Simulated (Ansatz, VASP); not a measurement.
# Two plane-wave programs on SiSb3

```xyz
8
Lattice="6.3613 0.0000 0.0000 -3.1807 5.5091 0.0000 0.0000 0.0000 6.7794" Properties=species:S:1:pos:R:3 pbc="T T T"
Sb   -0.9860    2.0384    1.6948
Sb    4.1031    0.1653    5.0845
Sb    1.9084    3.6360    1.6948
Sb    4.1667    3.4707    5.0845
Sb   -0.9224    5.3438    1.6948
Sb    1.2723    1.8731    5.0845
Si   -0.0003    3.6729    1.6948
Si    3.1804    1.8362    5.0845
```

Alike in both runs: task relaxation of cell and atoms; functional PBEsol; k mesh 3 × 3 × 3; occupations gaussian, width 0.2864 eV; no spin polarisation.

|  | VASP | Ansatz |
| --- | --- | --- |
| version | VASP 6.6.1 | Ansatz 0.2.0 |
| potentials or method | VASP PAW PBE potentials, release 64 (Sb, Si), cutoff 600 eV | PAW plane waves |
| valence electrons in the cell | 38 | 98 |

|  | VASP | Ansatz | Ansatz less VASP |
| --- | --- | --- | --- |
| gap on the k mesh at the Fermi level, each at its own relaxed structure (eV) | none | none | - |
| relaxed volume (Å³/atom) | 23.90 | 23.92 | +0.021 |
| relaxed length of the cell vector where the two differ most in proportion (Å) | 5.296 | 5.299 | +0.0025 |

VASP's potentials were made for PBE, not for PBEsol. A gap of «none» marks a metal or a gap that the smearing closes. VASP's potentials hold 38 valence electrons a cell and Ansatz's 98, so a difference there can come from the potentials and not from the codes. Ansatz's warnings: structure snapped to symmetry.

The k mesh is coarse, so the values compare programs but aren't converged. Neither program's run includes spin-orbit coupling. Noted on VASP's run: the volume moved by over 15 % at a fixed basis, so the end points are rough.
